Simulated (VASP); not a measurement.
# Mo (Im-3m) in VASP: notebook

Runs on Mo. Level: PBEsol. Tasks: single point, relaxation of cell and atoms.

Program: VASP 6.6.1. These are calculated values, not measurements. Logs are shortened: lines on timing, memory, paths and dates and some standing lists are left out, and cuts for length are marked.

**1. The cell of the first run**

It takes space group Im-3m (No. 229, cubic). The conventional cell has a = 3.095 Å, b = 3.095 Å, c = 3.095 Å, α = 90.00°, β = 90.00°, γ = 90.00°. Mo (site symmetry m-3m) has 14 Mo at 2.68 to 3.09 Å within 3.5 Å.

**2. Single point, PBEsol**

Contents of INCAR:

```
PREC = Accurate
ENCUT = 520
EDIFF = 1E-7
ISMEAR = -1
SIGMA = 0.05
LREAL = False
LASPH = True
NELM = 80
ALGO = Normal
ISIF = 2
LWAVE = False
LCHARG = True
GGA = PS
LELF = True
LVHAR = True
NBANDS = 13
```

Contents of KPOINTS:

```
regular mesh
0
Gamma
  12 12 12
```

Contents of POSCAR:

```
Mo
1.0
   -1.5474911630      1.5474911630      1.5474911630
    1.5474911630     -1.5474911630      1.5474911630
    1.5474911630      1.5474911630     -1.5474911630
Mo
1
Direct
    0.0000000000      0.0000000000      0.0000000000
```

Potentials or basis: VASP PAW PBE potentials, release 64 (Mo_sv).

Command:

```sh
> cat potpaw_PBE.64/Mo_sv/POTCAR > POTCAR
> mpirun -np 1 vasp_std > vasp.out
```

OUTCAR:

```text
PREC = Accurate
   ENCUT = 520
   EDIFF = 1E-7
   ISMEAR = -1
   LREAL = False
   LASPH = True
   NELM = 80
   ISIF = 2
   GGA = PS

 ion  position               nearest neighbor table
   1  0.000  0.000  0.000-

  LATTYP: Found a body centered cubic cell.
 ALAT       =     3.0949823260

  Lattice vectors:

 A1 = (  -1.5474911630,   1.5474911630,   1.5474911630)
 A2 = (   1.5474911630,  -1.5474911630,   1.5474911630)
 A3 = (   1.5474911630,   1.5474911630,  -1.5474911630)

Analysis of symmetry for initial positions (statically):
=====================================================================
 Subroutine PRICEL returns:
 Original cell was already a primitive cell.

 Routine SETGRP: Setting up the symmetry group for a
 body centered cubic supercell.

 Subroutine GETGRP returns: Found 48 space group operations
 (whereof 48 operations were pure point group operations)
 out of a pool of 48 trial point group operations.

The static configuration has the point symmetry O_h .

Analysis of symmetry for dynamics (positions and initial velocities):
=====================================================================
 Subroutine PRICEL returns:
 Original cell was already a primitive cell.

 Routine SETGRP: Setting up the symmetry group for a
 body centered cubic supercell.

 Subroutine GETGRP returns: Found 48 space group operations
 (whereof 48 operations were pure point group operations)
 out of a pool of 48 trial point group operations.

The dynamic configuration has the point symmetry O_h .

 Subroutine INISYM returns: Found 48 space group operations
 (whereof 48 operations are pure point group operations),
 and found     1 'primitive' translations

----------------------------------------------------------------------------------------

                                     Primitive cell

  volume of cell :      14.8233

  direct lattice vectors                    reciprocal lattice vectors
    -1.547491163  1.547491163  1.547491163     0.000000000  0.323103622  0.323103622
     1.547491163 -1.547491163  1.547491163     0.323103622  0.000000000  0.323103622
     1.547491163  1.547491163 -1.547491163     0.323103622  0.323103622  0.000000000

  length of vectors
     2.680333319  2.680333319  2.680333319     0.456937524  0.456937524  0.456937524

  position of ions in fractional coordinates (direct lattice)
     0.000000000  0.000000000  0.000000000

  ion indices of the primitive-cell ions
   primitive index   ion index
                 1           1

----------------------------------------------------------------------------------------

 KPOINTS: regular mesh

Automatic generation of k-mesh.
 Grid dimensions read from file:
 generate k-points for:   12   12   12

 Generating k-lattice:

  Cartesian coordinates                     Fractional coordinates (reciprocal lattice)
     0.000000000  0.026925302  0.026925302     0.083333333  0.000000000  0.000000000
     0.026925302  0.000000000  0.026925302     0.000000000  0.083333333  0.000000000
     0.026925302  0.026925302  0.000000000     0.000000000  0.000000000  0.083333333

  Length of vectors
     0.038078127  0.038078127  0.038078127

  Shift w.r.t. Gamma in fractional coordinates (k-lattice)
     0.000000000  0.000000000  0.000000000

 Subroutine IBZKPT returns following result:
 ===========================================

 Found     72 irreducible k-points:

 Following reciprocal coordinates:
            Coordinates               Weight
  0.000000  0.000000  0.000000      1.000000
  0.083333  0.000000  0.000000     12.000000
  0.166667  0.000000  0.000000     12.000000
  0.250000  0.000000  0.000000     12.000000
  0.333333  0.000000  0.000000     12.000000
  0.416667  0.000000  0.000000     12.000000
[... 16 lines left out ...]
  0.333333  0.083333  0.083333     24.000000
  0.416667  0.083333  0.083333     12.000000
 [... further k-points ...]
   k-points           NKPTS =     72   k-points in BZ     NKDIM =     72   number of bands    NBANDS=     13
   number of dos      NEDOS =    301   number of ions     NIONS =      1
   total plane-waves  NPLWV =   8000
   dimension x,y,z NGX =    20 NGY =   20 NGZ =   20
   dimension x,y,z NGXF=    40 NGYF=   40 NGZF=   40
   ions per type =               1
   NGX,Y,Z   is equivalent  to a cutoff of  12.40, 12.40, 12.40 a.u.
   NGXF,Y,Z  is equivalent  to a cutoff of  24.81, 24.81, 24.81 a.u.
 SYSTEM =  unknown system
   PREC   = accura    normal or accurate (medium, high low for compatibility)
   ISTART =      0    job   : 0-new  1-cont  2-samecut
   ICHARG =      2    charge: 1-file 2-atom 10-const
   ISPIN  =      1    spin polarized calculation?
   LNONCOLLINEAR =      F non collinear calculations
   LSORBIT =      F    spin-orbit coupling
   LASPH  =      T    aspherical Exc in radial PAW
   ENCUT  =  520.0 eV  38.22 Ry    6.18 a.u.   4.98  4.98  4.98*2*pi/ulx,y,z
   NELM   =     80;   NELMIN=  2; NELMDL= -5     # of ELM steps
   EDIFF  = 0.1E-06   stopping-criterion for ELM
   LREAL  =      F    real-space projection
   EDIFFG = 0.1E-05   stopping-criterion for IOM
   NSW    =      0    number of steps for IOM
   IBRION =     -1    ionic relax: 0-MD 1-quasi-New 2-CG
   NFREE  =      0    steps in history (QN), initial steepest desc. (CG)
   ISIF   =      2    stress and relaxation
   ISYM   =      2    0-nonsym 1-usesym 2-fastsym
   POTIM  = 0.5000    time-step for ionic-motion
   TEBEG  =    0.0;   TEEND  =   0.0 temperature during run
   PSTRESS=    0.0 pullay stress
   NELECT =      14.0000    total number of electrons
   NUPDOWN=      -1.0000    fix difference up-down
   EMIN   =  10.00;   EMAX   =-10.00  energy-range for DOS
   EFERMI =   0.00;   METHOD = LEGACY
   ISMEAR =    -1;   SIGMA  =   0.05  broadening in eV -4-tet -1-fermi 0-gaus
   EFERMI_NEDOS =   21; number of points for ismear=-14 and -15
   IALGO  =     38    algorithm
   IMIX   =      4    mixing-type and parameters
     AMIX     =   0.40;   BMIX     =  1.00
     AMIX_MAG =   1.60;   BMIX_MAG =  1.00
  volume/ion in A,a.u.               =      14.82       100.03
  Fermi-wavevector in a.u.,A,eV,Ry     =   1.606211  3.035299 35.101870  2.579915
  Thomas-Fermi vector in A             =   2.702435
   LORBIT       =      0    0 simple, 1 ext, 2 COOP (PROOUT), +10 PAW based schemes
   GGA     = PS    functional components
   LHFCALC =     F    Hartree Fock is set to
   AEXX    =    0.0000 exact exchange contribution
   IVDW    =     0    specifies the selected vdW correction
   LEPSILON=     F    determine dielectric tensor
   LRPA    =     F    only Hartree local field effects (RPA)
 non-spin polarized calculation
  energy-cutoff  :      520.00
  volume of cell :       14.82
 maximum number of plane-waves:       420
   NGX =  9   NGY =  9   NGZ =  9

 number of electron      13.9999997 magnetization

 Free energy of the ion-electron system (eV)
  ---------------------------------------------------
  ext. energy  EPLUGINS =         0.00000000
  ---------------------------------------------------
  free energy    TOTEN  =       -11.77746521 eV

  energy without entropy =      -11.77545974  energy(sigma->0) =      -11.77646247

 E-fermi :  13.2738     XC(G=0): -13.8313

 val. band max:       13.1624035627   @ k =  -0.1667   0.2500   0.0833
 cond. band min:      13.3281945417   @ k =   0.5000   0.5000   0.0833
 fundamental gap:      0.1657909791
 Fermi energy:        13.2737682460

 k-point     1 :       0.0000    0.0000    0.0000
  band No.  band energies     occupation
      1     -47.8716      2.00000
      2     -21.0241      2.00000
      3     -21.0241      2.00000
      4     -21.0241      2.00000
      5       5.8852      2.00000
      6      11.8635      2.00000
      7      11.8635      2.00000
      8      11.8635      2.00000
      9      15.0799      0.00000
     10      15.0799      0.00000
     11      28.2188      0.00000
     12      28.2188      0.00000
     13      28.2188      0.00000

 k-point     2 :       0.0833    0.0000    0.0000
  band No.  band energies     occupation
      1     -47.8500      2.00000
      2     -21.1443      2.00000
      3     -21.0607      2.00000
      4     -21.0252      2.00000
      5       6.2089      2.00000
      6      11.6771      2.00000
      7      11.8274      2.00000
      8      12.1735      2.00000
      9      14.8146      0.00000
     10      15.0845      0.00000
     11      28.4645      0.00000
     12      28.7696      0.00000
     13      28.8890      0.00000

 k-point     3 :       0.1667    0.0000    0.0000
  band No.  band energies     occupation
      1     -47.7908      2.00000
      2     -21.4654      2.00000
      3     -21.1597      2.00000
      4     -21.0281      2.00000
      5       7.0505      2.00000
      6      11.2060      2.00000
      7      11.6666      2.00000
      8      13.0746      1.96342
      9      14.4553      0.00000
     10      15.1257      0.00000
     11      28.8473      0.00000
     12      30.1605      0.00000
     13      30.3227      0.00000
[... 305 lines left out ...]
 k-point    23 :       0.3333    0.0833    0.0833
  band No.  band energies     occupation
      1     -47.5548      2.00000
      2     -22.5090      2.00000
      3     -21.5800      2.00000
      4     -21.1496      2.00000
      5       8.4176      2.00000
      6       9.7627      2.00000
      7      13.0489      1.97798
      8      15.2446      0.00000
      9      15.7628      0.00000
     10      19.4371      0.00000
     11      26.1035      0.00000
     12      26.4523      0.00000
     13      30.6140      0.00000

 k-point    24 :       0.4167    0.0833    0.0833
  band No.  band energies     occupation
      1     -47.5346      2.00000
      2     -22.5814      2.00000
      3     -21.6321      2.00000
      4     -21.1534      2.00000
      5       8.2828      2.00000
      6       9.6705      2.00000
      7      13.7845      0.00007
      8      15.3241      0.00000
      9      15.8568      0.00000
     10      20.1872      0.00000
     11      25.1335      0.00000
     12      26.0185      0.00000
     13      30.0785      0.00000

 [... further k-points ...]
[... 5 lines left out ...]
  --------------------------------------------------------------------------------------
  -------------------------------------------------------------------------------------
  Total        0.9850803      0.9850803      0.9850803      0.0000000      0.0000000      0.0000000
  in kB      106.4725638    106.4725638    106.4725638      0.0000000      0.0000000      0.0000000
  external PRESSURE =     106.4725638 kB  Pullay stress =       0.0000000 kB

 VOLUME and BASIS-vectors are now :
 -----------------------------------------------------------------------------
  energy-cutoff  :      520.00
  volume of cell :       14.82
      direct lattice vectors                 reciprocal lattice vectors
    -1.547491163  1.547491163  1.547491163     0.000000000  0.323103622  0.323103622
     1.547491163 -1.547491163  1.547491163     0.323103622  0.000000000  0.323103622
     1.547491163  1.547491163 -1.547491163     0.323103622  0.323103622  0.000000000

 POSITION                                       TOTAL-FORCE (eV/Angst)
 -----------------------------------------------------------------------------------
      0.00000      0.00000      0.00000         0.000000     -0.000000     -0.000000
 -----------------------------------------------------------------------------------
    total drift:                                0.000000      0.000000      0.000000

  FREE ENERGIE OF THE ION-ELECTRON SYSTEM (eV)
  ---------------------------------------------------
  free  energy   TOTEN  =       -11.7774652053 eV

  energy  without entropy=      -11.7754597441  energy(sigma->0) =      -11.77646247
```

Wall time 11 s (1 thread of Intel Xeon Platinum 8559C (Emerald Rapids), shared host); peak memory 0.13 GiB.

What came out:

```yaml
Free_energy: -11.7775 eV
Pressure: 10.6 GPa
Band_gap_on_the_k_mesh: zero (band 7 reaches 17.66 eV, above the bottom of band 8 at 11.86 eV)
```

Caveat: the PAW data sets were made with another functional, which shifts forces and pressure a little.

**3. Relaxation of cell and atoms, PBEsol**

This run uses another cell than the first one, of 15.89 Å³/atom, 1.072 times its volume.

Contents of INCAR:

```
PREC = Accurate
ENCUT = 600
EDIFF = 1E-6
ISMEAR = -1
SIGMA = 0.05
LREAL = False
LASPH = True
NELM = 80
ALGO = Normal
ISIF = 3
LWAVE = False
LCHARG = False
GGA = PS
IBRION = 2
NSW = 80
EDIFFG = -0.005
```

Contents of KPOINTS:

```
Automatic mesh
0
Gamma
  12 12 12
```

Contents of POSCAR:

```
Mo
1.0
   -1.5838089719      1.5838089719      1.5838089719
    1.5838089719     -1.5838089719      1.5838089719
    1.5838089719      1.5838089719     -1.5838089719
Mo
1
Direct
    0.0000000000      0.0000000000      0.0000000000
```

Potentials or basis: VASP PAW PBE potentials, release 64 (Mo_sv).

Command:

```sh
> cat potpaw_PBE.64/Mo_sv/POTCAR > POTCAR
> mpirun -np 1 vasp_std > vasp.out
```

Run time: 35 s. Hardware: 1 thread of Intel Xeon Platinum 8559C (Emerald Rapids), shared host; peak memory 0.16 GiB.

It converged, with:

```yaml
Free_energy: -11.7953 eV
Relaxed_volume: 15.34 Å³/atom
Relaxed_cell: a = 2.711 Å, b = 2.711 Å, c = 2.711 Å, α = 109.47°, β = 109.47°, γ = 109.47°
Space_group_after_relaxing_to_0.05_Å: Im-3m (No. 229)
Energy_gained_by_relaxing: 16.3 meV/atom
Ionic_steps: 7
Pressure_after_relaxing: 0.0 GPa
Band_gap_on_the_k_mesh: zero (band 7 reaches 16.89 eV, above the bottom of band 8 at 11.36 eV)
```

The path:
| step | energy change (eV) | largest force (eV/Å) | pressure (GPa) | volume (Å³) |
| --- | --- | --- | --- | --- |
| 1 | 0.0000 | 0.0000 | -9.23 | 15.89 |
| 2 | 0.1322 | 0.0000 | 35.36 | 13.88 |
| 3 | -0.0163 | 0.0000 | -0.39 | 15.37 |
| 4 | -0.0163 | 0.0000 | -0.07 | 15.35 |
| 5 | -0.0163 | 0.0000 | 0.13 | 15.34 |
| 6 | -0.0163 | 0.0000 | -0.24 | 15.36 |
| 7 | -0.0163 | 0.0000 | 0.02 | 15.34 |

Final structure:
```yaml
crystal:
  lattice:
    - [-1.56537, 1.56537, 1.56537]
    - [1.56537, -1.56537, 1.56537]
    - [1.56537, 1.56537, -1.56537]
  atoms:
    - { symbol: Mo, position: [0.00000, 0.00000, 0.00000] }
```

Levels at points of the mesh, in eV from the Fermi level:
| k point | band 5 | band 6 | band 7 | band 8 | band 9 | band 10 |
| --- | --- | --- | --- | --- | --- | --- |
| (0.00, 0.00, 0.00) | -7.29 | -1.34 | -1.34 | -1.34 | 1.74 | 1.74 |
| (0.50, 0.00, 0.00) | -5.41 | -3.44 | 1.74 | 1.79 | 2.43 | 4.97 |
| (0.50, 0.50, 0.50) | -5.55 | -5.55 | 4.18 | 4.18 | 4.18 | 9.23 |

Caveat: the PAW data sets were made with another functional, which shifts forces and pressure a little.

[end of part 1 of 2]
